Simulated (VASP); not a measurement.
Input of a VASP 6.6.1 run:

INCAR

```
ALGO = Normal
EDIFF = 1E-7
ENCUT = 520
GGA = RP
ISIF = 2
ISMEAR = -1
LASPH = T
LCHARG = F
LREAL = F
LWAVE = F
NBANDS = 19
NELM = 60
PREC = Accurate
SIGMA = 0.1
```

The input KPOINTS:

```
k-points
0
Gamma
  10 10 10
```

File POSCAR:

```
Zn
1.0
    0.0000000000      3.0256589965      3.0256589965
    3.0256589965      0.0000000000      3.0256589965
    3.0256589965      3.0256589965      0.0000000000
Zn
2
Direct
    0.1250000000      0.1250000000      0.1250000000
    0.8750000000      0.8750000000      0.8750000000
```

Potentials or basis: VASP PAW PBE potentials, release 64 (Zn).

The run is started by

```sh
$ cat potpaw_PBE.64/Zn/POTCAR > POTCAR
$ mpirun -np 1 vasp_std > vasp.out
```

Predict the band gap on the k mesh.

zero (bands 12 and 13 overlap by 5.11 eV).

Predict the pressure.

-0.5 GPa.

Caveat: the PAW data sets were made with another functional, which shifts forces and pressure a little.
